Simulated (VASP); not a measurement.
## BN: single point with PBE

BN:

```xyz
4
Lattice="2.5546 0.0000 0.0000 -1.2773 2.2123 0.0000 0.0000 0.0000 4.2245" Properties=species:S:1:pos:R:3 pbc="T T T"
B     1.2773    0.7374    4.2237
B     0.0000    1.4749    2.1114
N     1.2773    0.7374    3.0911
N     0.0000    1.4749    0.5289
```

This cell differs from its parent crystal: atom 3 (N) moved by (+0.000, +0.450) A along x and z.

```
Program                : VASP 6.6.1
Task                   : single point
Functional             : PBE
Potentials or basis    : VASP PAW PBE potentials, release 64 (B, N)
Cutoff                 : 520 eV
k mesh                 : 12 × 12 × 6
Occupations            : gaussian, width 0.05 eV
Spin                   : no spin polarisation
Dipole correction      : no
Further INCAR settings : ALGO = Normal; EDIFF = 1e-07; NBANDS = 16
```

The pressure is 62.1 GPa and the largest force is 35.547 eV/Å. The band gap on the k mesh is 1.07 eV, indirect (least direct gap 4.77 eV).

Forces on the atoms (eV/Å):
```
B     0.000   0.000  24.063
B     0.000   0.000   4.682
N     0.000   0.000 -35.547
N     0.000   0.000   6.802
```

Stress tensor (GPa, compression positive):
```
 15.97   0.00   0.00
  0.00  15.97   0.00
  0.00   0.00 154.48
```

Levels at points of the mesh, in eV from the valence-band top:
```tsv
k point	band 6	band 7	band 8	band 9	band 10	band 11
(0.00, 0.00, 0.00)	-3.54	0.00	0.00	6.05	6.75	6.75
(0.50, 0.00, 0.00)	-6.24	-6.14	-1.14	3.72	5.60	5.99
(0.00, 0.00, 0.50)	-3.19	-0.71	-0.71	6.70	7.75	7.75
(0.50, 0.00, 0.50)	-5.74	-4.12	-2.56	3.69	4.60	8.29
```

Wall time 54 s on 1 thread of Intel Xeon 8259CL (shared host), peak memory 0.15 GiB.

Caveat: the cell differs from its parent crystal (atom 3 (N) moved by (+0.000, +0.450) A along x and z); forces of over 1 eV/Å act on the atoms, so gaps and moduli don't describe the material at rest. A k mesh can miss the band edges.
